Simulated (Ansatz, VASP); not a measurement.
ReBr4O in VASP and in Ansatz

Contents of INCAR:

```
SYSTEM = ReBr4O
ALGO     = Normal         ! electronic algorithm
EDIFF    = 1E-7           ! SCF threshold, eV
ENCUT    = 520            ! plane-wave cutoff, eV
GGA      = PE             ! functional
ISIF     = 2              ! what is computed and relaxed
ISMEAR   = 0              ! smearing method
ISPIN    = 2              ! spin polarisation
LASPH    = .TRUE.         ! aspherical terms in the spheres
LCHARG   = .FALSE.        ! write CHGCAR
LMAXMIX  = 4              ! l up to which the mixer works
LORBIT   = 11             ! projections on sites
LREAL    = .FALSE.        ! projectors in reciprocal space
LWAVE    = .FALSE.        ! write WAVECAR
MAGMOM   = 1 0 0 0 0 0    ! initial moments
NBANDS   = 34             ! bands
NELM     = 150            ! most SCF steps
PREC     = Accurate       ! precision mode
SIGMA    = 0.01           ! smearing width, eV
```

Contents of KPOINTS:

```
k-points
0
G
  1 1 1
  0 0 0
```

File POSCAR:

```
ReBr4O
1.0
   13.7600000000      0.0000000000      0.0000000000
    0.0000000000     13.7600000000      0.0000000000
    0.0000000000      0.0000000000     11.3200000000
Re O Br
1 1 4
Direct
    0.4999941900      0.4999941900      0.4555353400
    0.4999941900      0.4999941900      0.6027005300
    0.6729527600      0.4999941900      0.3975265000
    0.4999941900      0.6729527600      0.3975265000
    0.3270348800      0.4999941900      0.3975265000
    0.4999941900      0.3270348800      0.3975265000
```

Input for Ansatz:

```yaml
crystal:
  lattice:
    - [13.76, 0.0, 0.0]
    - [0.0, 13.76, 0.0]
    - [0.0, 0.0, 11.32]
  atoms:
    - { symbol: Re, position: [0.49999419, 0.49999419, 0.45553534], spin: 1.0 }
    - { symbol: O, position: [0.49999419, 0.49999419, 0.60270053] }
    - { symbol: Br, position: [0.67295276, 0.49999419, 0.3975265] }
    - { symbol: Br, position: [0.49999419, 0.67295276, 0.3975265] }
    - { symbol: Br, position: [0.32703488, 0.49999419, 0.3975265] }
    - { symbol: Br, position: [0.49999419, 0.32703488, 0.3975265] }
basis:
  ecutwfc: 420
  ecutrho_ratio: 4
kpoints:
  mp_grid: { grid: [1, 1, 1] }
hamiltonian:
  xc: pbe
scf:
  occupations: { method: gaussian, width: 0.01 }
output:
  forces: true
  eigenvalues: true
  populations: true
magnetization:
  spin_polarized: true
```

Alike in both runs: task single point; functional PBE; k mesh 1 × 1 × 1; occupations gaussian, width 0.01 eV; collinear spin.

|  | VASP | Ansatz |
| --- | --- | --- |
| version | VASP 6.6.1 | Ansatz 0.2.0 |
| potentials or method | VASP PAW PBE potentials, release 64 (Re, O, Br), cutoff 520 eV | scalar-relativistic, plane waves, PAW |
| valence electrons in the cell | 41 | 49 |

Ansatz gave:

| Item | Value |
| --- | --- |
| gap on the k mesh at the Fermi level (eV) | 0.78 |
| rms of the force components (eV/Å) | 0.228 |
| net moment per atom (μB) | 0.17 |
| size of the moment on the site where the two differ most (μB) | 0.28 |

Task: Which values does VASP return?

Result: gap on the k mesh at the Fermi level (eV): 0.77; rms of the force components (eV/Å): 0.530; net moment per atom (μB): 0.17; size of the moment on the site where the two differ most (μB): 0.72.

Site moments also hang on the region over which each program counts them. Atom by atom the forces differ by 0.368 eV/Å (rms over components). VASP's potentials hold 41 valence electrons a cell and Ansatz's 49, so a difference there can come from the potentials and not from the codes. Ansatz's warnings: structure snapped to symmetry.

Spin-orbit coupling is off throughout.
